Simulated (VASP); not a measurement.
MgZr2O2:

```
CELL_PARAMETERS angstrom
3.92208 0.00000 0.00000
0.00000 3.92208 0.00000
0.00000 0.00000 5.06233
ATOMIC_POSITIONS crystal
Mg 0.00000 0.00000 0.50000
Zr 0.00000 0.00000 0.00000
Zr 0.50000 0.50000 0.50000
O 0.00000 0.50000 0.50000
O 0.50000 0.00000 0.50000
```

| Item | Value |
| --- | --- |
| Program | VASP 6.6.1 |
| Task | relaxation of cell and atoms |
| Functional | PBE |
| Potentials or basis | VASP PAW PBE potentials, release 64 (Mg, Zr_sv, O) |
| Cutoff | 600 eV |
| k mesh | 4 × 4 × 4 |
| Occupations | gaussian, width 0.1 eV |
| Spin | no spin polarisation |

At the start: pressure 33.3 GPa; volume 15.57 Å³/atom.

**Question.** How do energy, volume and symmetry change on relaxing?

**Answer.** Over 10 steps the energy falls by 408.2 meV/atom and the volume is 20.94 Å³/atom (+34.4 %); space group P4/mmm (No. 123, to 0.05 Å).

Step by step:
| step | energy change (eV) | largest force (eV/Å) | pressure (GPa) | volume (Å³) |
| --- | --- | --- | --- | --- |
| 1 | 0.0000 | 0.0000 | 33.27 | 77.87 |
| 2 | -0.3722 | 0.0000 | -12.76 | 120.25 |
| 3 | -1.6115 | 0.0000 | 0.14 | 97.09 |
| 4 | -1.6130 | 0.0000 | 0.69 | 96.53 |
| 5 | -1.9627 | 0.0000 | 0.13 | 100.81 |
| 6 | -2.0371 | 0.0000 | 0.26 | 103.47 |
| 7 | -2.0405 | 0.0000 | 0.35 | 104.13 |
| 8 | -2.0406 | 0.0000 | 0.37 | 104.27 |
| 9 | -2.0404 | 0.0000 | -0.41 | 105.17 |
| 10 | -2.0411 | 0.0000 | 0.00 | 104.69 |

Final structure:
```
Mg Zr O
1.0
     4.15536    0.00000    0.00000
     0.00000    4.15536    0.00000
     0.00000    0.00000    6.06315
Mg Zr O
1 2 2
Direct
  0.00000 0.00000 0.50000
  0.00000 0.00000 0.00000
  0.50000 0.50000 0.50000
  0.00000 0.50000 0.50000
  0.50000 0.00000 0.50000
```

Caveat: the k points lie up to 0.38 Å⁻¹ apart in the final cell; the volume moved by over 15 % at a fixed basis, so the end points are rough.
